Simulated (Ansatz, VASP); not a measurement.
## Two plane-wave programs on ZnW

```
Zn W
1.0
     2.16263   -4.63371    0.00000
     2.16263    4.63371    0.00000
     0.00000    0.00000    3.22304
Zn W
2 2
Direct
  0.89511 0.10489 0.25000
  0.10489 0.89511 0.75000
  0.60613 0.39387 0.25000
  0.39387 0.60613 0.75000
```

Alike in both runs: functional PBE; k mesh 12 × 12 × 14; occupations gaussian, width 0.1 eV; no spin polarisation.

Ansatz relaxed the structure, and its values are those at the end. VASP's run is a single point on that final structure, the one shown.

```csv
,VASP,Ansatz
version,VASP 6.6.1,Ansatz 0.2.0
potentials or method,"VASP PAW PBE potentials, release 64 (Zn, W_sv), cutoff 520 eV","scalar-relativistic, plane waves, PAW"
valence electrons in the cell,52,52
```

```csv
,VASP,Ansatz,Ansatz less VASP
gap on the k mesh at the Fermi level (eV),none,none,-
pressure (GPa),0.6,0.0,-0.55
rms of the force components (eV/Å),0.015,0.002,-0.0129
```

A gap of «none» marks a metal or a gap that the smearing closes. With one functional, cell and mesh, what is left measures potentials, basis and numerics.

Neither program's run includes spin-orbit coupling.
